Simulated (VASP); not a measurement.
SnPt2Se3:

```xyz
6
Lattice="6.0304 0.0000 0.0000 -3.0152 5.2225 0.0000 0.0000 0.0000 4.6597" Properties=species:S:1:pos:R:3 pbc="T T T"
Sn    0.0000    0.0000    0.0000
Pt    0.0000    3.4816    0.0000
Pt    3.0152    1.7408    0.0000
Se    3.0152    0.0000    2.3299
Se    1.5076    2.6112    2.3299
Se   -1.5076    2.6112    2.3299
```

The cell was built from a structure type or drawn by symmetry, and may not be a known phase.

| Item | Value |
| --- | --- |
| Program | VASP 6.6.1 |
| Task | relaxation of cell and atoms |
| Functional | PBE |
| Potentials or basis | VASP PAW PBE potentials, release 64 (Sn_d, Pt, Se) |
| Cutoff | 600 eV |
| k mesh | 3 × 3 × 4 |
| Occupations | gaussian, width 0.1 eV |
| Spin | no spin polarisation |

At the start: pressure -9.4 GPa; volume 24.46 Å³/atom.

Question: Where does the relaxation end?

Answer: Over 11 steps the energy falls by 231.3 meV/atom and the volume is 22.30 Å³/atom (-8.8 %); space group P6/mmm (No. 191, to 0.1 Å) before and after.

The path:
| step | energy change (eV) | largest force (eV/Å) | pressure (GPa) | volume (Å³) |
| --- | --- | --- | --- | --- |
| 1 | 0.0000 | 0.0000 | -9.39 | 146.75 |
| 2 | -0.6944 | 0.0000 | 9.33 | 118.17 |
| 3 | -0.8769 | 0.0000 | 1.45 | 125.80 |
| 4 | -1.0351 | 0.0000 | 1.47 | 126.77 |
| 5 | -1.2328 | 0.0000 | 2.03 | 128.06 |
| 6 | -1.2177 | 0.0000 | 5.66 | 128.75 |
| 7 | -1.3316 | 0.0000 | 3.78 | 128.79 |
| 8 | -1.3551 | 0.0000 | -2.02 | 138.03 |
| 9 | -1.3837 | 0.0000 | 0.25 | 133.95 |
| 10 | -1.3861 | 0.0000 | 0.13 | 133.89 |
| 11 | -1.3875 | 0.0000 | -0.02 | 133.81 |

Final structure:
```yaml
crystal:
  lattice:
    - [6.43749, 0.00000, 0.00000]
    - [-3.21875, 5.57503, 0.00000]
    - [0.00000, 0.00000, 3.72837]
  atoms:
    - { symbol: Sn, position: [0.00000, 0.00000, 0.00000] }
    - { symbol: Pt, position: [0.33333, 0.66667, 0.00000] }
    - { symbol: Pt, position: [0.66667, 0.33333, 0.00000] }
    - { symbol: Se, position: [0.50000, 0.00000, 0.50000] }
    - { symbol: Se, position: [0.50000, 0.50000, 0.50000] }
    - { symbol: Se, position: [0.00000, 0.50000, 0.50000] }
```

Caveat: the k points lie up to 0.42 Å⁻¹ apart in the final cell, too coarse for converged energies and pressures of a metal; a cell axis changed by over 15 % at a fixed basis, so the end point is rough.
